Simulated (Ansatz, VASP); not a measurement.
## GaAs: VASP beside Ansatz

INCAR

```
PREC = Accurate
ENCUT = 500
EDIFF = 1E-6
ISMEAR = 0
SIGMA = 0.02
LREAL = Auto
LASPH = T
NELM = 120
ALGO = Normal
ISIF = 2
LWAVE = F
LCHARG = T
GGA = PS
LELF = T
LVHAR = T
NBANDS = 166
GGA_COMPAT = F
```

The input KPOINTS:

```
Automatic mesh
0
Gamma
  3 3 3
```

File POSCAR:

```
GaAs
1.0
   -5.6579527740      5.6579527740     -5.6579527740
   -5.6579527740     -5.6579527740      5.6579527740
    5.6579527740      5.6579527740      5.6579527740
Ga As
16 16
Direct
    0.7500000000      0.7500000000      0.5000000000
    0.5000000000      0.0000000000      0.5000000000
    0.5000000000      0.7500000000      0.7500000000
    0.2500000000      0.2500000000      0.5000000000
    0.2500000000      0.0000000000      0.7500000000
    0.2500000000      0.7500000000      0.0000000000
    0.0000000000      0.5000000000      0.5000000000
    0.0000000000      0.2500000000      0.7500000000
    0.0000000000      0.0000000000      0.0000000000
    0.0000000000      0.7500000000      0.2500000000
    0.7500000000      0.5000000000      0.7500000000
    0.7500000000      0.2500000000      0.0000000000
    0.7500000000      0.0000000000      0.2500000000
    0.5000000000      0.5000000000      0.0000000000
    0.5000000000      0.2500000000      0.2500000000
    0.2500000000      0.5000000000      0.2500000000
    0.0000000000      0.0000000000      0.7500000000
    0.7500000000      0.2500000000      0.7500000000
    0.7500000000      0.0000000000      0.0000000000
    0.5000000000      0.5000000000      0.7500000000
    0.5000000000      0.2500000000      0.0000000000
    0.5000000000      0.0000000000      0.2500000000
    0.2500000000      0.7500000000      0.7500000000
    0.2500000000      0.5000000000      0.0000000000
    0.2500000000      0.2500000000      0.2500000000
    0.2500000000      0.0000000000      0.5000000000
    0.0000000000      0.7500000000      0.0000000000
    0.0000000000      0.5000000000      0.2500000000
    0.0000000000      0.2500000000      0.5000000000
    0.7500000000      0.7500000000      0.2500000000
    0.7500000000      0.5000000000      0.5000000000
    0.5000000000      0.7500000000      0.5000000000
```

Input for Ansatz:

```yaml
crystal:
  lattice:
    - [-5.657952774, 5.657952774, -5.657952774]
    - [-5.657952774, -5.657952774, 5.657952774]
    - [5.657952774, 5.657952774, 5.657952774]
  atoms:
    - { symbol: Ga, position: [0.75, 0.75, 0.5] }
    - { symbol: Ga, position: [0.5, 0.0, 0.5] }
    - { symbol: Ga, position: [0.5, 0.75, 0.75] }
    - { symbol: Ga, position: [0.25, 0.25, 0.5] }
    - { symbol: Ga, position: [0.25, 0.0, 0.75] }
    - { symbol: Ga, position: [0.25, 0.75, 0.0] }
    - { symbol: Ga, position: [0.0, 0.5, 0.5] }
    - { symbol: Ga, position: [0.0, 0.25, 0.75] }
    - { symbol: Ga, position: [0.0, 0.0, 0.0] }
    - { symbol: Ga, position: [0.0, 0.75, 0.25] }
    - { symbol: Ga, position: [0.75, 0.5, 0.75] }
    - { symbol: Ga, position: [0.75, 0.25, 0.0] }
    - { symbol: Ga, position: [0.75, 0.0, 0.25] }
    - { symbol: Ga, position: [0.5, 0.5, 0.0] }
    - { symbol: Ga, position: [0.5, 0.25, 0.25] }
    - { symbol: Ga, position: [0.25, 0.5, 0.25] }
    - { symbol: As, position: [0.0, 0.0, 0.75] }
    - { symbol: As, position: [0.75, 0.25, 0.75] }
    - { symbol: As, position: [0.75, 0.0, 0.0] }
    - { symbol: As, position: [0.5, 0.5, 0.75] }
    - { symbol: As, position: [0.5, 0.25, 0.0] }
    - { symbol: As, position: [0.5, 0.0, 0.25] }
    - { symbol: As, position: [0.25, 0.75, 0.75] }
    - { symbol: As, position: [0.25, 0.5, 0.0] }
    - { symbol: As, position: [0.25, 0.25, 0.25] }
    - { symbol: As, position: [0.25, 0.0, 0.5] }
    - { symbol: As, position: [0.0, 0.75, 0.0] }
    - { symbol: As, position: [0.0, 0.5, 0.25] }
    - { symbol: As, position: [0.0, 0.25, 0.5] }
    - { symbol: As, position: [0.75, 0.75, 0.25] }
    - { symbol: As, position: [0.75, 0.5, 0.5] }
    - { symbol: As, position: [0.5, 0.75, 0.5] }
basis:
  ecutwfc: 420
  xc_grid: 2
kpoints:
  mp_grid: { grid: [3, 3, 3], shift: [0.0, 0.0, 0.0] }
hamiltonian:
  xc: pbesol
scf:
  occupations: { method: gaussian, width: 0.02 }
output:
  forces: true
  stress: true
  eigenvalues: true
```

Alike in both runs: task single point; functional PBEsol; k mesh 3 × 3 × 3; occupations gaussian, width 0.02 eV; no spin polarisation.

|  | VASP | Ansatz |
| --- | --- | --- |
| version | VASP 6.6.1 | Ansatz 0.2.0 |
| potentials or method | VASP PAW PBE potentials, release 64 (Ga_d, As), cutoff 500 eV | scalar-relativistic, plane waves, PAW |
| valence electrons in the cell | 288 | 448 |

|  | VASP | Ansatz | Ansatz less VASP |
| --- | --- | --- | --- |
| gap on the k mesh at the Fermi level (eV) | 0.44 | 0.43 | -0.014 |
| least direct gap on the mesh (eV) | 0.44 | 0.43 | -0.014 |
| pressure (GPa) | 0.2 | 0.0 | -0.16 |

VASP's potentials were made for PBE, not for PBEsol. With one functional, cell and mesh, what is left measures potentials, basis and numerics. VASP's potentials hold 288 valence electrons a cell and Ansatz's 448, so a difference there can come from the potentials and not from the codes.
